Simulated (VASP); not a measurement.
Ag: single point with PBEsol

Crystal: Ag.

```
Ag
1.0
     3.78167    0.00000    0.00000
    -1.89084    3.27502    0.00000
     0.00000    0.00000    4.29043
Ag
3
Direct
  0.22540 0.00000 0.33333
  0.00000 0.22540 0.66667
  0.77460 0.77460 0.00000
```

* Program: VASP 6.6.1
* Task: single point
* Functional: PBEsol
* Potentials or basis: VASP PAW PBE potentials, release 64 (Ag)
* Cutoff: 500 eV
* k mesh: 6 × 6 × 4
* Occupations: gaussian, width 0.1 eV
* Spin: no spin polarisation
* Dipole correction: no
* Further INCAR settings: ALGO = Normal; EDIFF = 1e-06; NBANDS = 24

```json
{
 "Pressure": "66.5 GPa",
 "Largest force": "15.020 eV/Å"
}
```

Forces in eV/Å, atoms in the order of the input:
```
Ag   15.020   0.000   0.000
Ag   -7.510  13.008   0.000
Ag   -7.510 -13.008   0.000
```

Stress tensor (GPa, compression positive):
```
 49.26   0.00   0.00
  0.00  49.26   0.00
  0.00   0.00 100.97
```

Levels at points of the mesh, in eV from the Fermi level:
```csv
k point,band 15,band 16,band 17,band 18,band 19,band 20
"(0.00, 0.00, 0.00)",-2.32,-1.81,3.07,3.07,8.69,9.12
"(0.50, 0.00, 0.00)",-2.34,-1.76,-1.54,4.47,4.96,6.64
"(0.00, 0.00, 0.50)",-2.32,-1.49,-1.49,9.18,9.18,9.35
"(0.50, 0.00, 0.50)",-2.24,-1.16,-0.23,0.61,1.71,6.42
```

Run time: 32 s on 1 thread of Intel(R) Xeon(R) Platinum 8375C CPU @ 2.90GHz (Ice Lake), with other jobs on the host, peak memory 0.17 GiB.

Caveat: the k points lie up to 0.37 Å⁻¹ apart; the PAW data sets were made with another functional, which shifts forces and pressure a little.
